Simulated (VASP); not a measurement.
**Bi2Se3: single point with PBE**

Bi2Se3:

```
CELL_PARAMETERS angstrom
2.05760 1.18795 9.48127
-2.05760 1.18795 9.48127
0.00000 -2.37591 9.48127
ATOMIC_POSITIONS crystal
Bi 0.40080 0.40080 0.40080
Bi 0.59920 0.59920 0.59920
Se 0.00000 0.00000 0.00000
Se 0.21170 0.21170 0.21170
Se 0.78830 0.78830 0.78830
```

```
Program                : VASP 6.6.1
Task                   : single point
Functional             : PBE
Potentials or basis    : VASP PAW PBE potentials, release 64 (Bi_d, Se)
Cutoff                 : 520 eV
k mesh                 : 6 × 6 × 6
Occupations            : fermi-dirac, width 0.03 eV
Spin                   : no spin polarisation
Dipole correction      : no
Further INCAR settings : ALGO = Normal; EDIFF = 1e-06; NBANDS = 32
```

```yaml
Pressure: 4.0 GPa
Largest_force: 0.352 eV/Å
Band_gap_on_the_k_mesh: 0.20 eV
```

Forces in eV/Å, atoms in the order of the input:
```
Bi   0.000  0.000 -0.256
Bi   0.000  0.000  0.256
Se   0.000  0.000  0.000
Se   0.000  0.000 -0.352
Se   0.000  0.000  0.352
```

Levels at points of the mesh, in eV from the valence-band top:
```
           k point  band 21  band 22  band 23  band 24  band 25  band 26  band 27  band 28
(0.00, 0.00, 0.00)    -1.94    -1.27    -1.27     0.00     0.20     1.38     1.38     2.12
(0.50, 0.00, 0.00)    -3.09    -2.24    -1.30    -0.57     0.82     1.92     2.95     3.19
(0.50, 0.50, 0.00)    -1.96    -1.95    -1.72    -1.04     1.32     1.94     2.61     3.02
(0.50, 0.50, 0.50)    -1.57    -1.45    -1.45    -0.45     0.60     1.69     1.69     2.08
```

Wall time 7.9 min on 1 thread of Intel(R) Xeon(R) 6975P-C (Granite Rapids), on a shared host, peak memory 0.95 GiB.

Caveat: the cell stands under pressure; spin-orbit coupling is left out, which moves the levels of the heavy elements. A k mesh can miss the band edges.
